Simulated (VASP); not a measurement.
# TiSn2Te3 (P6/mmm) in VASP: a series of runs

TiSn2Te3 is run at these levels: PBE; tasks: single point, relaxation of cell and atoms.

All numbers are computed with VASP 6.6.1; they aren't measurements. Logs are shortened: lines on timing, memory, paths and dates and some standing lists are left out, and cuts for length are marked.

## 1. The cell of the first run

The structure is hexagonal, space group P6/mmm (No. 191). The conventional cell has a = 7.081 Å, b = 7.081 Å, c = 3.706 Å, α = 90.00°, β = 90.00°, γ = 120.00°. Ti (site symmetry 6/mmm) has 2 Ti at 3.71 Å and 12 Te at 4.00 Å and 6 Sn at 4.09 Å within 4.9 Å. Sn (site symmetry -6m2) has 6 Te at 2.76 Å within 3.6 Å. Within 3.6 Å of Te (site symmetry mmm) lie 4 Sn at 2.76 Å and 4 Te at 3.54 Å.

## 2. Single point, PBE

Contents of INCAR:

```
  PREC = Accurate
  ENCUT = 520
  EDIFF = 1E-6
  ISMEAR = 0
  SIGMA = 0.1
  LREAL = False
  LASPH = True
  NELM = 100
  ALGO = Normal
  ISIF = 2
  LWAVE = False
  LCHARG = False
  GGA = PE
  NBANDS = 38
```

Contents of KPOINTS:

```
Automatic mesh
0
Gamma
  3 3 6
```

Contents of POSCAR:

```
TiSn2Te3
1.0
    7.0810441100      0.0000000000      0.0000000000
   -3.5405220600      6.1323640900      0.0000000000
    0.0000000000      0.0000000000      3.7060282600
Ti Sn Te
1 2 3
Direct
    0.0000000000      0.0000000000      0.0000000000
    0.3333333300      0.6666666700      0.0000000000
    0.6666666700      0.3333333300      0.0000000000
    0.5000000000      0.0000000000      0.5000000000
    0.5000000000      0.5000000000      0.5000000000
    0.0000000000      0.5000000000      0.5000000000
```

Potentials or basis: VASP PAW PBE potentials, release 64 (Ti_sv, Sn_d, Te).

Launch:

```bash
> cat potpaw_PBE.64/Ti_sv/POTCAR potpaw_PBE.64/Sn_d/POTCAR potpaw_PBE.64/Te/POTCAR > POTCAR
> mpirun -np 1 vasp_std > vasp.out
```

OUTCAR:

```text
PREC = Accurate
   ENCUT = 520
   EDIFF = 1E-6
   ISMEAR = 0
   LREAL = False
   LASPH = True
   NELM = 100
   ISIF = 2
   GGA = PE

 ion  position               nearest neighbor table
   1  0.000  0.000  0.000-
   2  0.333  0.667  0.000-   6 2.76   6 2.76   4 2.76   4 2.76   5 2.76   5 2.76
   3  0.667  0.333  0.000-   6 2.76   6 2.76   4 2.76   4 2.76   5 2.76   5 2.76
   4  0.500  0.000  0.500-   2 2.76   3 2.76   2 2.76   3 2.76   6 3.54   6 3.54   5 3.54   5 3.54

   5  0.500  0.500  0.500-   2 2.76   3 2.76   2 2.76   3 2.76   6 3.54   6 3.54   4 3.54   4 3.54

   6  0.000  0.500  0.500-   2 2.76   3 2.76   2 2.76   3 2.76   5 3.54   5 3.54   4 3.54   4 3.54

  LATTYP: Found a hexagonal cell.
 ALAT       =     7.0810441100
 C/A-ratio  =     0.5233731357

  Lattice vectors:

 A1 = (   7.0810441100,   0.0000000000,   0.0000000000)
 A2 = (  -3.5405220600,   6.1323640900,   0.0000000000)
 A3 = (   0.0000000000,   0.0000000000,   3.7060282600)

Analysis of symmetry for initial positions (statically):
=====================================================================
 Subroutine PRICEL returns:
 Original cell was already a primitive cell.

 Routine SETGRP: Setting up the symmetry group for a
 hexagonal supercell.

 Subroutine GETGRP returns: Found 24 space group operations
 (whereof 24 operations were pure point group operations)
 out of a pool of 24 trial point group operations.

The static configuration has the point symmetry D_6h.

Analysis of symmetry for dynamics (positions and initial velocities):
=====================================================================
 Subroutine PRICEL returns:
 Original cell was already a primitive cell.

 Routine SETGRP: Setting up the symmetry group for a
 hexagonal supercell.

 Subroutine GETGRP returns: Found 24 space group operations
 (whereof 24 operations were pure point group operations)
 out of a pool of 24 trial point group operations.

The dynamic configuration has the point symmetry D_6h.

 Subroutine INISYM returns: Found 24 space group operations
 (whereof 24 operations are pure point group operations),
 and found     1 'primitive' translations

----------------------------------------------------------------------------------------

                                     Primitive cell

  volume of cell :     160.9289

  direct lattice vectors                    reciprocal lattice vectors
     7.081044110  0.000000000  0.000000000     0.141222111  0.081534624  0.000000000
    -3.540522060  6.132364090  0.000000000     0.000000000  0.163069248  0.000000000
     0.000000000  0.000000000  3.706028260     0.000000000  0.000000000  0.269830646

  length of vectors
     7.081044110  7.081044117  3.706028260     0.163069248  0.163069248  0.269830646

  position of ions in fractional coordinates (direct lattice)
     0.000000000  0.000000000  0.000000000
     0.333333330  0.666666670  0.000000000
     0.666666670  0.333333330  0.000000000
     0.500000000  0.000000000  0.500000000
     0.500000000  0.500000000  0.500000000
     0.000000000  0.500000000  0.500000000

  ion indices of the primitive-cell ions
   primitive index   ion index
                 1           1
                 2           2
                 3           3
                 4           4
                 5           5
                 6           6

----------------------------------------------------------------------------------------

 KPOINTS: Automatic mesh

Automatic generation of k-mesh.
 Grid dimensions read from file:
 generate k-points for:    3    3    6

 Generating k-lattice:

  Cartesian coordinates                     Fractional coordinates (reciprocal lattice)
     0.047074037  0.027178208  0.000000000     0.333333333  0.000000000  0.000000000
     0.000000000  0.054356416  0.000000000     0.000000000  0.333333333  0.000000000
     0.000000000  0.000000000  0.044971774     0.000000000  0.000000000  0.166666667

  Length of vectors
     0.054356416  0.054356416  0.044971774

  Shift w.r.t. Gamma in fractional coordinates (k-lattice)
     0.000000000  0.000000000  0.000000000

 Subroutine IBZKPT returns following result:
 ===========================================

 Found     12 irreducible k-points:

 Following reciprocal coordinates:
            Coordinates               Weight
  0.000000  0.000000  0.000000      1.000000
  0.333333  0.000000  0.000000      6.000000
  0.333333  0.333333  0.000000      2.000000
  0.000000  0.000000  0.166667      2.000000
  0.333333  0.000000  0.166667     12.000000
  0.333333  0.333333  0.166667      4.000000
  0.000000  0.000000  0.333333      2.000000
  0.333333  0.000000  0.333333     12.000000
  0.333333  0.333333  0.333333      4.000000
  0.000000  0.000000  0.500000      1.000000
  0.333333  0.000000  0.500000      6.000000
  0.333333  0.333333  0.500000      2.000000
   k-points           NKPTS =     12   k-points in BZ     NKDIM =     12   number of bands    NBANDS=     38
   number of dos      NEDOS =    301   number of ions     NIONS =      6
   total plane-waves  NPLWV =  81648
   dimension x,y,z NGX =    54 NGY =   54 NGZ =   28
   dimension x,y,z NGXF=   108 NGYF=  108 NGZF=   56
   ions per type =               1   2   3
   NGX,Y,Z   is equivalent  to a cutoff of  12.68, 12.68, 12.56 a.u.
   NGXF,Y,Z  is equivalent  to a cutoff of  25.36, 25.36, 25.12 a.u.
 SYSTEM =  unknown system
   PREC   = accura    normal or accurate (medium, high low for compatibility)
   ISTART =      0    job   : 0-new  1-cont  2-samecut
   ICHARG =      2    charge: 1-file 2-atom 10-const
   ISPIN  =      1    spin polarized calculation?
   LNONCOLLINEAR =      F non collinear calculations
   LSORBIT =      F    spin-orbit coupling
   LASPH  =      T    aspherical Exc in radial PAW
   ENCUT  =  520.0 eV  38.22 Ry    6.18 a.u.  13.17 13.17  6.89*2*pi/ulx,y,z
   NELM   =    100;   NELMIN=  2; NELMDL= -5     # of ELM steps
   EDIFF  = 0.1E-05   stopping-criterion for ELM
   LREAL  =      F    real-space projection
   EDIFFG = 0.1E-04   stopping-criterion for IOM
   NSW    =      0    number of steps for IOM
   IBRION =     -1    ionic relax: 0-MD 1-quasi-New 2-CG
   NFREE  =      0    steps in history (QN), initial steepest desc. (CG)
   ISIF   =      2    stress and relaxation
   ISYM   =      2    0-nonsym 1-usesym 2-fastsym
   POTIM  = 0.5000    time-step for ionic-motion
   TEBEG  =    0.0;   TEEND  =   0.0 temperature during run
   PSTRESS=    0.0 pullay stress
   NELECT =      58.0000    total number of electrons
   NUPDOWN=      -1.0000    fix difference up-down
   EMIN   =  10.00;   EMAX   =-10.00  energy-range for DOS
   EFERMI =   0.00;   METHOD = LEGACY
   ISMEAR =     0;   SIGMA  =   0.10  broadening in eV -4-tet -1-fermi 0-gaus
   EFERMI_NEDOS =   21; number of points for ismear=-14 and -15
   IALGO  =     38    algorithm
   IMIX   =      4    mixing-type and parameters
     AMIX     =   0.40;   BMIX     =  1.00
     AMIX_MAG =   1.60;   BMIX_MAG =  1.00
  volume/ion in A,a.u.               =      26.82       181.00
  Fermi-wavevector in a.u.,A,eV,Ry     =   1.165036  2.201600 18.467322  1.357310
  Thomas-Fermi vector in A             =   2.301567
   LORBIT       =      0    0 simple, 1 ext, 2 COOP (PROOUT), +10 PAW based schemes
   GGA     = PE    functional components
   LHFCALC =     F    Hartree Fock is set to
   AEXX    =    0.0000 exact exchange contribution
   IVDW    =     0    specifies the selected vdW correction
   LEPSILON=     F    determine dielectric tensor
   LRPA    =     F    only Hartree local field effects (RPA)
 non-spin polarized calculation
 Gauss-broadening in eV      SIGMA  =   0.10
  energy-cutoff  :      520.00
  volume of cell :      160.93
 maximum number of plane-waves:      4349
 NGX is ok and might be reduce to    54
   NGX = 27   NGY = 27   NGZ = 13

 number of electron      58.0000026 magnetization

 Free energy of the ion-electron system (eV)
  ---------------------------------------------------
  ext. energy  EPLUGINS =         0.00000000
  ---------------------------------------------------
  free energy    TOTEN  =       -18.33247425 eV

  energy without entropy =      -18.26716418  energy(sigma->0) =      -18.29981922

 E-fermi :   8.2372     XC(G=0):  -9.9897

 val. band max:        8.2170008604   @ k =   0.3333   0.3333   0.5000
 cond. band min:       8.2429424269   @ k =   0.3333   0.3333   0.3333
 fundamental gap:      0.0259415665
 Fermi energy:         8.2371770918

 k-point     1 :       0.0000    0.0000    0.0000
  band No.  band energies     occupation
      1     -49.8093      2.00000
      2     -26.1170      2.00000
      3     -26.1169      2.00000
      4     -25.9423      2.00000
      5     -13.8238      2.00000
      6     -13.8187      2.00000
[... 30 lines left out ...]
     37      10.1949      0.00000
     38      11.2196      0.00000

 k-point     2 :       0.3333    0.0000    0.0000
  band No.  band energies     occupation
      1     -49.8093      2.00000
      2     -26.1170      2.00000
      3     -26.1169      2.00000
      4     -25.9423      2.00000
      5     -13.8228      2.00000
      6     -13.8200      2.00000
[... 30 lines left out ...]
     37      10.9455      0.00000
     38      11.3499      0.00000

 k-point     3 :       0.3333    0.3333    0.0000
  band No.  band energies     occupation
      1     -49.8093      2.00000
      2     -26.1170      2.00000
      3     -26.1170      2.00000
      4     -25.9423      2.00000
      5     -13.8215      2.00000
      6     -13.8215      2.00000
[... 30 lines left out ...]
     37      10.7291      0.00000
[... 289 lines left out ...]
 k-point    11 :       0.3333    0.0000    0.5000
  band No.  band energies     occupation
      1     -49.8079      2.00000
      2     -26.1149      2.00000
      3     -26.1149      2.00000
      4     -25.9673      2.00000
      5     -13.8714      2.00000
      6     -13.8645      2.00000
[... 30 lines left out ...]
     37      10.6557      0.00000
     38      11.0164      0.00000

 k-point    12 :       0.3333    0.3333    0.5000
  band No.  band energies     occupation
      1     -49.8079      2.00000
      2     -26.1149      2.00000
      3     -26.1149      2.00000
      4     -25.9673      2.00000
      5     -13.8727      2.00000
      6     -13.8548      2.00000
[... 30 lines left out ...]
     37      11.2154      0.00000
     38      11.2154      0.00000

------------------------ aborting loop because EDIFF is reached ----------------------------------------

  FORCE on cell =-STRESS in cart. coord.  units (eV):
  Direction    XX          YY          ZZ          XY          YZ          ZX
  --------------------------------------------------------------------------------------
  -------------------------------------------------------------------------------------
  Total       16.6992446     16.6992447     22.9345749     -0.0000000      0.0000000      0.0000000
  in kB      166.2545162    166.2545164    228.3322834     -0.0000001      0.0000000      0.0000000
  external PRESSURE =     186.9471053 kB  Pullay stress =       0.0000000 kB

 VOLUME and BASIS-vectors are now :
 -----------------------------------------------------------------------------
  energy-cutoff  :      520.00
  volume of cell :      160.93
      direct lattice vectors                 reciprocal lattice vectors
     7.081044110  0.000000000  0.000000000     0.141222111  0.081534624  0.000000000
    -3.540522060  6.132364090  0.000000000     0.000000000  0.163069248  0.000000000
     0.000000000  0.000000000  3.706028260     0.000000000  0.000000000  0.269830646

 POSITION                                       TOTAL-FORCE (eV/Angst)
 -----------------------------------------------------------------------------------
      0.00000      0.00000      0.00000         0.000000      0.000000      0.000000
     -0.00000      4.08824      0.00000        -0.000000      0.000000      0.000000
      3.54052      2.04412      0.00000         0.000000     -0.000000      0.000000
      3.54052      0.00000      1.85301         0.000000      0.000000      0.000000
      1.77026      3.06618      1.85301         0.000000      0.000000      0.000000
     -1.77026      3.06618      1.85301         0.000000      0.000000      0.000000
 -----------------------------------------------------------------------------------
    total drift:                                0.000000      0.000000      0.000000

  FREE ENERGIE OF THE ION-ELECTRON SYSTEM (eV)
  ---------------------------------------------------
  free  energy   TOTEN  =       -18.3324742519 eV

  energy  without entropy=      -18.2671641793  energy(sigma->0) =      -18.29981922
```

It took 87 s on 1 thread of Intel Xeon Platinum 8488C (Sapphire Rapids), shared host; peak memory 0.3 GiB.

Results:

| Quantity | Value |
| --- | --- |
| Free energy | -18.3325 eV |
| Pressure | 18.7 GPa |
| Band gap on the k mesh | zero (band 29 reaches 8.38 eV, above the bottom of band 30 at 8.10 eV) |

Caveat: spin-orbit coupling is left out, which moves the levels of the heavy elements.

[end of part 1 of 2]
